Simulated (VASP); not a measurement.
Here is a VASP 6.6.1 calculation.

The input INCAR:

```
SYSTEM = Te
PREC     = Accurate       ! precision mode
ENCUT    = 520            ! plane-wave cutoff, eV
EDIFF    = 1E-7           ! SCF threshold, eV
ISMEAR   = -1             ! smearing method
SIGMA    = 0.1            ! smearing width, eV
LREAL    = .FALSE.        ! projectors in reciprocal space
LASPH    = .TRUE.         ! aspherical terms in the spheres
NELM     = 100            ! most SCF steps
ALGO     = Normal         ! electronic algorithm
ISIF     = 2              ! what is computed and relaxed
LWAVE    = .FALSE.        ! write WAVECAR
LCHARG   = .FALSE.        ! write CHGCAR
GGA      = PE             ! functional
NBANDS   = 13             ! bands
ISYM     = 0
```

The input KPOINTS:

```
regular mesh
0
G
  11 11 8
  0 0 0
```

File POSCAR:

```
Te
1.0
   -3.3923475260      3.0034656835      1.5651657289
    3.0034656835     -3.3923475260      1.5651657289
    4.1135121730      4.1135121730     -2.2774035357
Te
2
Direct
    0.0581991006      0.9418008994      0.0000000000
    0.6918008994      0.3081991006      0.5000000000
```

Potentials or basis: VASP PAW PBE potentials, release 64 (Te).

Run with:

```bash
$ cat potpaw_PBE.64/Te/POTCAR > POTCAR
$ mpirun -np 1 vasp_std > vasp.out
```

Task: Predict the largest force.

Result: 0.003 eV/Å.

Task: What does it give for the band gap on the k mesh?

Result: Zero (bands 6 and 7 overlap by 2.83 eV).

Task: Estimate the pressure.

Result: 0.0 GPa.

Forces on the atoms (eV/Å):
```
Te   0.002 -0.002  0.000
Te  -0.002  0.002  0.000
```

Caveat: spin-orbit coupling is left out, which moves the levels of the heavy elements.
